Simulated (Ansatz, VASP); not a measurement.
One calculation of InRu3, two programs

```
In Ru
1.0
     0.00000    3.14252    3.14252
     3.14252    0.00000    3.14252
     3.14252    3.14252    0.00000
In Ru
1 3
Direct
  0.00000 0.00000 0.00000
  0.25000 0.25000 0.25000
  0.75000 0.75000 0.75000
  0.50000 0.50000 0.50000
```

Change from the starting cell: species swapped into the PmCd3 type (Fm-3m, No. 225).

Alike in both runs: functional PBE; k mesh 4 × 4 × 4; occupations gaussian, width 0.1 eV; no spin polarisation.

Ansatz relaxed the structure, and its values are those at the end. VASP's run is a single point on that final structure, the one shown.

|  | VASP | Ansatz |
| --- | --- | --- |
| version | VASP 6.6.1 | Ansatz 0.2.0 |
| potentials or method | VASP PAW PBE potentials, release 64 (In_d, Ru_pv), cutoff 520 eV | scalar-relativistic, plane waves, PAW |
| valence electrons in the cell | 55 | 61 |

```csv
,VASP,Ansatz,Ansatz less VASP
gap on the k mesh at the Fermi level (eV),none,none,-
pressure (GPa),0.0,0.0,0.00
```

A gap of «none» marks a metal or a gap that the smearing closes. VASP's potentials hold 55 valence electrons a cell and Ansatz's 61, so a difference there can come from the potentials and not from the codes.

The k mesh is coarse, so the values compare programs but aren't converged.
